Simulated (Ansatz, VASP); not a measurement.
One calculation of PbS, two programs

```
Pb S
1.0
     0.00000    3.00402    3.00402
     3.00402    0.00000    3.00402
     3.00402    3.00402    0.00000
Pb S
1 1
Direct
  0.00000 0.00000 0.00000
  0.50000 0.50000 0.50000
```

Change from the starting cell: volume scaled by 1.04, PAW files.

Alike in both runs: task electric field gradients; functional LDA; k mesh 8 × 8 × 8; occupations fermi-dirac, width 0.01 eV; no spin polarisation.

```csv
,VASP,Ansatz
version,VASP 6.6.1,Ansatz 0.2.0
potentials or method,"VASP PAW LDA potentials, release 64 (Pb_d, S)","PAW with Ansatz's default frozen-core files, scalar-relativistic"
plane-wave cutoff (eV),520,420
valence electrons in the cell,20,20
```

```csv
,VASP,Ansatz,Ansatz less VASP
pressure (GPa),-4.4,-4.5,-0.04
```

LDA's correlation is that of Perdew and Zunger in VASP and of Perdew and Wang (1992) in Ansatz.

Neither program's run includes spin-orbit coupling.
